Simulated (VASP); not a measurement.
A run of VASP 6.6.1 is set up as follows.

The input INCAR:

```
SYSTEM = TaH4
  PREC = Accurate
  ENCUT = 520
  EDIFF = 1E-6
  ISMEAR = 0
  SIGMA = 0.2
  LREAL = .False.
  LASPH = .True.
  NELM = 80
  ALGO = Normal
  ISIF = 2
  LWAVE = .False.
  LCHARG = .False.
  GGA = PE
  NBANDS = 26
```

Contents of KPOINTS:

```
Automatic mesh
0
Gamma
  8 8 2
  0 0 0
```

Contents of POSCAR:

```
TaH4
1.0
    2.4651649328     -1.4443509208      0.0226865812
    2.4661498138      1.4459729659      0.0287626470
    1.9308545260      0.0391817732     18.7591866642
Ta H
2 8
Direct
    0.9989383771      0.9984618028      0.4984680197
    0.4827168080      0.5227394320     -0.0006224565
    0.6856644624      0.6819204598      0.2639737774
    0.2100831907      0.1608764866      0.7644936871
    0.3583635020      0.3607576636      0.4379879423
    0.8419894298      0.8853718011      0.9389696486
    0.1237139135      0.1606495215      0.0597846153
    0.6391249465      0.6358056756      0.5588962120
    0.8291175273      0.8036688244      0.2403109248
    0.3302878425      0.2897483327      0.7377376293
```

Potentials or basis: VASP PAW PBE potentials, release 64 (Ta_pv, H).

Run with:

```bash
$ cat potpaw_PBE.64/Ta_pv/POTCAR potpaw_PBE.64/H/POTCAR > POTCAR
$ mpirun -np 1 vasp_std > vasp.out
```

Problem. Estimate the pressure.

Solution. -0.1 GPa.

Problem. Predict the band gap on the k mesh.

Solution. Zero (bands 15 and 16 overlap by 1.78 eV).

Stress tensor (GPa, compression positive):
```
 0.05 -0.01  0.04
-0.01 -0.30 -0.02
 0.04 -0.02 -0.07
```

Caveat: spin-orbit coupling is left out, which moves the levels of the heavy elements.
